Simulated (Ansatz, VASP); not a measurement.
# One calculation of Mg, two programs

File INCAR:

```
ALGO = Normal ; EDIFF = 1E-7
ENCUT = 520 ; GGA = PS
ISIF = 2 ; ISMEAR = -1
LASPH = True ; LCHARG = True
LELF = True ; LREAL = False
LVHAR = True ; LWAVE = False
NBANDS = 9 ; NELM = 60
PREC = Accurate ; SIGMA = 0.08
```

Contents of KPOINTS:

```
k-points
0
Gamma
  12 12 7
```

The input POSCAR:

```
Mg
1.0
    3.2092715325      0.0481390730      0.0481390730
   -1.5629461061      2.7552411383      0.0176201236
    0.0781549500      0.0781549500      5.2103300000
Mg
2
Direct
    0.3333333333      0.6666666667      0.2500000000
    0.6666666667      0.3333333333      0.7500000000
```

Input for Ansatz:

```yaml
crystal:
  lattice:
    - [3.2092715325, 0.048139073, 0.048139073]
    - [-1.5629461061, 2.7552411383, 0.0176201236]
    - [0.07815495, 0.07815495, 5.21033]
  atoms:
    - { symbol: Mg, position: [0.3333333333, 0.6666666667, 0.25] }
    - { symbol: Mg, position: [0.6666666667, 0.3333333333, 0.75] }
kpoints:
  mp_grid: { grid: [12, 12, 7] }
  band_path:
    path:
      - [0.0, 0.0, 0.0]
      - [0.0, -0.5, 0.0]
      - [0.0, 0.0, 0.5]
      - [0.0, 0.0, 0.0]
      - [-0.5, 0.0, 0.0]
      - [-0.5, 0.5, -0.5]
      - [0.0, 0.0, 0.0]
      - [-0.5, 0.0, -0.5]
      - [-0.5, 0.5, 0.0]
    npoints: 5
scf:
  occupations: { method: fermi_dirac, width: 0.08 }
hamiltonian:
  xc: pbesol
  pseudopotentials: { kind: all_electron, lapw: { basis_error: 0.0005 } }
output:
  forces: true
  stress: true
  eigenvalues: true
```

Change from the starting cell: equal xy, yz and zx shear strains of +3 %.

Alike in both runs: task single point; functional PBEsol; k mesh 12 × 12 × 7; occupations fermi-dirac, width 0.08 eV; no spin polarisation.

|  | VASP | Ansatz |
| --- | --- | --- |
| version | VASP 6.6.1 | Ansatz 0.2.0 |
| potentials or method | VASP PAW PBE potentials, release 64 (Mg), cutoff 520 eV | all-electron LAPW, scalar-relativistic |

```tsv
	VASP	Ansatz	Ansatz less VASP
pressure (GPa)	-1.1	-1.1	+0.04
traceless stress, the component that is largest in VASP (GPa)	-0.61	-0.61	+0.004
rms of the force components (eV/Å)	0.009	0.009	-0.0001
```

VASP's potentials were made for PBE, not for PBEsol. Atom by atom the forces differ by 0.000 eV/Å (rms over components). Ansatz ran all-electron here, and VASP with PAW potentials.
